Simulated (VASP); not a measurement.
Input of a VASP 6.6.1 run:

INCAR

```
SYSTEM = BaTiO3
ALGO = Normal
EDIFF = 1E-7
EDIFFG = -0.02
ENCUT = 600
GGA = PE
IBRION = 2
ISIF = 3
ISMEAR = 0
LASPH = .True.
LCHARG = .False.
LREAL = .False.
LWAVE = .False.
NELM = 60
NSW = 80
PREC = Accurate
SIGMA = 0.01
```

KPOINTS

```
k-points
0
Gamma
  6 6 6
  0 0 0
```

The input POSCAR:

```
BaTiO3
1.0
    4.0060000000      0.0000000000      0.0000000000
    0.0000000000      4.0060000000      0.0000000000
    0.0000000000      0.0000000000      4.0060000000
Ba Ti O
1 1 3
Direct
    0.5000000000      0.5000000000      0.5000000000
    0.0000000000      0.0000000000      0.0000000000
    0.5000000000      0.0000000000      0.0000000000
    0.0000000000      0.0000000000      0.5000000000
    0.0000000000      0.5000000000      0.0000000000
```

Potentials or basis: VASP PAW PBE potentials, release 64 (Ba_sv, Ti_sv, O).

Launch:

```bash
$ cat potpaw_PBE.64/Ba_sv/POTCAR potpaw_PBE.64/Ti_sv/POTCAR potpaw_PBE.64/O/POTCAR > POTCAR
$ mpirun -np 1 vasp_std > vasp.out
```

**Question.** What does it give for the band gap on the k mesh?

**Answer.** 1.70 eV (least direct gap 1.87 eV).

**Question.** Estimate the relaxed volume.

**Answer.** 13.11 Å³/atom.

Final structure:
```
CELL_PARAMETERS angstrom
4.03195 0.00000 0.00000
0.00000 4.03195 0.00000
0.00000 0.00000 4.03195
ATOMIC_POSITIONS crystal
Ba 0.50000 0.50000 0.50000
Ti 0.00000 0.00000 0.00000
O 0.50000 0.00000 0.00000
O 0.00000 0.00000 0.50000
O 0.00000 0.50000 0.00000
```

Caveat: spin-orbit coupling is left out, which moves the levels of the heavy elements. A k mesh can miss the band edges.
